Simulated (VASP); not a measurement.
Set up this calculation in VASP 6.6.1, as the native input.

```
Task                   : single point
Functional             : PBEsol
Potentials or basis    : VASP PAW PBE potentials, release 64 (Ni, Al)
Cutoff                 : 520 eV
k mesh                 : 9 × 9 × 9
Occupations            : fermi-dirac, width 0.05 eV
Spin                   : no spin polarisation
Dipole correction      : no
Further INCAR settings : ALGO = Normal; EDIFF = 1e-06; NBANDS = 14
```

The structure of AlNi lies in POSCAR:

```
AlNi
1.0
    2.8810000000      0.0000000000      0.0000000000
    0.0000000000      2.8810000000      0.0000000000
    0.0000000000      0.0000000000      2.8810000000
Ni Al
1 1
Direct
    0.5000000000      0.5000000000      0.5000000000
    0.0000000000      0.0000000000      0.0000000000
```

One way to write it, as run:

INCAR

```
  PREC = Accurate
  ENCUT = 520
  EDIFF = 1E-6
  ISMEAR = -1
  SIGMA = 0.05
  LREAL = False
  LASPH = True
  NELM = 60
  ALGO = Normal
  ISIF = 2
  LWAVE = False
  LCHARG = False
  GGA = PS
  NBANDS = 14
```

KPOINTS

```
regular mesh
0
Gamma
  9 9 9
```

Potentials or basis: VASP PAW PBE potentials, release 64 (Ni, Al).

Command:

```sh
$ cat potpaw_PBE.64/Ni/POTCAR potpaw_PBE.64/Al/POTCAR > POTCAR
$ mpirun -np 1 vasp_std > vasp.out
```

Results of the run:

```
Pressure               : -3.2 GPa
Band gap on the k mesh : zero (an odd number of electrons rules out a gap without spin polarisation)
```

Caveat: the cell stands under tension; the PAW data sets were made with another functional, which shifts forces and pressure a little.

Wall time 8.5 s on 1 thread of Intel(R) Xeon(R) Platinum 8488C (Sapphire Rapids), on a shared host, peak memory 0.14 GiB.
